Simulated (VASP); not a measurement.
# BN (Qingsongite) (F-43m) in VASP: further runs, part 2 of 2

VASP 6.6.1.

## Step 4: Single point, PBEsol

This run uses another cell than the first one, of 5.67 Å³/atom, 1.091 times its volume.

INCAR reads:

```
SYSTEM = BN
PREC = Accurate
ENCUT = 520
EDIFF = 1E-6
ISMEAR = 0
SIGMA = 0.01
LREAL = .FALSE.
LASPH = .TRUE.
NELM = 100
ALGO = Normal
ISIF = 2
LWAVE = .FALSE.
LCHARG = .FALSE.
GGA = PS
NBANDS = 11
```

KPOINTS reads:

```
regular mesh
0
G
  10 10 10
  0 0 0
```

POSCAR reads:

```
BN
1.0
    0.0000000000      1.7830713297      1.7830713297
    1.7830713297      0.0000000000      1.7830713297
    1.7830713297      1.7830713297      0.0000000000
B N
1 1
Direct
    0.0000000000      0.0000000000      0.0000000000
    0.2500000000      0.2500000000      0.2500000000
```

Potentials or basis: VASP PAW PBE potentials, release 64 (B, N).

Command:

```
$ cat potpaw_PBE.64/B/POTCAR potpaw_PBE.64/N/POTCAR > POTCAR
$ mpirun -np 1 vasp_std > vasp.out
```

OUTCAR:

```text
SYSTEM = BN
   PREC = Accurate
   ENCUT = 520
   EDIFF = 1E-6
   ISMEAR = 0
   LREAL = .FALSE.
   LASPH = .TRUE.
   NELM = 100
   ISIF = 2
   GGA = PS

 ion  position               nearest neighbor table
   1  0.000  0.000  0.000-   2 1.54   2 1.54   2 1.54   2 1.54
   2  0.250  0.250  0.250-   1 1.54   1 1.54   1 1.54   1 1.54

  LATTYP: Found a face centered cubic cell.
 ALAT       =     3.5661426594

  Lattice vectors:

 A1 = (   0.0000000000,   1.7830713297,   1.7830713297)
 A2 = (   1.7830713297,   0.0000000000,   1.7830713297)
 A3 = (   1.7830713297,   1.7830713297,   0.0000000000)

Analysis of symmetry for initial positions (statically):
=====================================================================
 Subroutine PRICEL returns:
 Original cell was already a primitive cell.

 Routine SETGRP: Setting up the symmetry group for a
 face centered cubic supercell.

 Subroutine GETGRP returns: Found 24 space group operations
 (whereof 24 operations were pure point group operations)
 out of a pool of 48 trial point group operations.

The static configuration has the point symmetry T_d .

Analysis of symmetry for dynamics (positions and initial velocities):
[... 171 lines left out ...]
      4       7.8743      2.00000
      5      16.8278      0.00000
      6      16.8278      0.00000
      7      16.8278      0.00000
      8      18.8086      0.00000
      9      33.1568      0.00000
     10      36.0695      0.00000
     11      36.0695      0.00000
[... 309 lines left out ...]
 k-point    24 :       0.4000    0.3000    0.0000
  band No.  band energies     occupation
      1      -8.9018      2.00000
      2       0.9137      2.00000
      3       3.1447      2.00000
      4       3.5965      2.00000
      5      13.9359      0.00000
      6      18.6289      0.00000
      7      23.8433      0.00000
      8      23.9010      0.00000
      9      28.0543      0.00000
     10      35.7151      0.00000
     11      40.2097      0.00000

 [... further k-points ...]

------------------------ aborting loop because EDIFF is reached ----------------------------------------

  FORCE on cell =-STRESS in cart. coord.  units (eV):
  Direction    XX          YY          ZZ          XY          YZ          ZX
  --------------------------------------------------------------------------------------
  -------------------------------------------------------------------------------------
  Total        1.0125278      1.0125278      1.0125278     -0.0000000     -0.0000000      0.0000000
  in kB      143.0808098    143.0808098    143.0808098     -0.0000000     -0.0000000      0.0000000
  external PRESSURE =     143.0808098 kB  Pullay stress =       0.0000000 kB

 VOLUME and BASIS-vectors are now :
 -----------------------------------------------------------------------------
  energy-cutoff  :      520.00
  volume of cell :       11.34
      direct lattice vectors                 reciprocal lattice vectors
     0.000000000  1.783071330  1.783071330    -0.280415030  0.280415030  0.280415030
     1.783071330  0.000000000  1.783071330     0.280415030 -0.280415030  0.280415030
     1.783071330  1.783071330  0.000000000     0.280415030  0.280415030 -0.280415030

 POSITION                                       TOTAL-FORCE (eV/Angst)
 -----------------------------------------------------------------------------------
      0.00000      0.00000      0.00000        -0.000000     -0.000000     -0.000000
      0.89154      0.89154      0.89154         0.000000      0.000000      0.000000
 -----------------------------------------------------------------------------------
    total drift:                                0.000000      0.000000      0.000000

  FREE ENERGIE OF THE ION-ELECTRON SYSTEM (eV)
  ---------------------------------------------------
  free  energy   TOTEN  =       -18.3288097688 eV

  energy  without entropy=      -18.3288097688  energy(sigma->0) =      -18.32880977
```

OSZICAR:

```text
N       E                     dE             d eps       ncg     rms          rms(c)
DAV:   1     0.885495768651E+01    0.88550E+01   -0.50849E+03  1042   0.735E+02
DAV:   2    -0.188288281068E+02   -0.27684E+02   -0.26843E+02  1300   0.163E+02
DAV:   3    -0.193403382930E+02   -0.51151E+00   -0.51064E+00  1205   0.185E+01
DAV:   4    -0.193408930874E+02   -0.55479E-03   -0.55478E-03  1127   0.703E-01
DAV:   5    -0.193408935292E+02   -0.44179E-06   -0.44176E-06  1202   0.196E-02    0.680E+00
DAV:   6    -0.184475017352E+02    0.89339E+00   -0.26323E+00  1079   0.948E+00    0.341E+00
DAV:   7    -0.183502424176E+02    0.97259E-01   -0.11872E-01  1163   0.271E+00    0.193E+00
DAV:   8    -0.183287844200E+02    0.21458E-01   -0.34447E-02  1169   0.129E+00    0.201E-01
DAV:   9    -0.183287911602E+02   -0.67401E-05   -0.80807E-04  1097   0.247E-01    0.831E-02
DAV:  10    -0.183288080423E+02   -0.16882E-04   -0.59484E-05  1171   0.673E-02    0.136E-02
DAV:  11    -0.183288097477E+02   -0.17055E-05   -0.37992E-06  1135   0.150E-02    0.842E-03
DAV:  12    -0.183288097688E+02   -0.21023E-07   -0.92272E-07   553   0.652E-03
   1 F= -.18328810E+02 E0= -.18328810E+02  d E =-.370151E-74
```

Wall time 2.7 s (1 thread of Intel Xeon 6975P-C (Granite Rapids), shared host); peak memory 0.12 GiB.

Results:

```yaml
Free_energy: -18.3288 eV
Pressure: 14.3 GPa
Band_gap_on_the_k_mesh: 4.32 eV, indirect (least direct gap 8.95 eV)
```

Caveat: the PAW data sets were made with another functional, which shifts forces and pressure a little. A k mesh can miss the band edges.

## Step 5: The runs side by side

```tsv
cell	gap on the mesh (eV)	pressure (GPa)
a = 2.450 Å, angles 60.0°, 2 atoms	4.40	58.7
a = 2.486 Å, angles 60.0°, 2 atoms	4.36	34.4
a = 2.522 Å, angles 60.0°, 2 atoms	4.32	14.3
```

Alike in all rows: task single point; level PBEsol; potentials or basis VASP PAW PBE potentials, release 64 (B, N); no spin polarisation; k mesh 10 × 10 × 10; cutoff (eV) 520; smearing gaussian 0.01 eV.

Caveats: the PAW data sets were made with another functional, which shifts forces and pressure a little.

Total energies depend on the potentials used, so only differences within one code and one set of settings carry meaning.
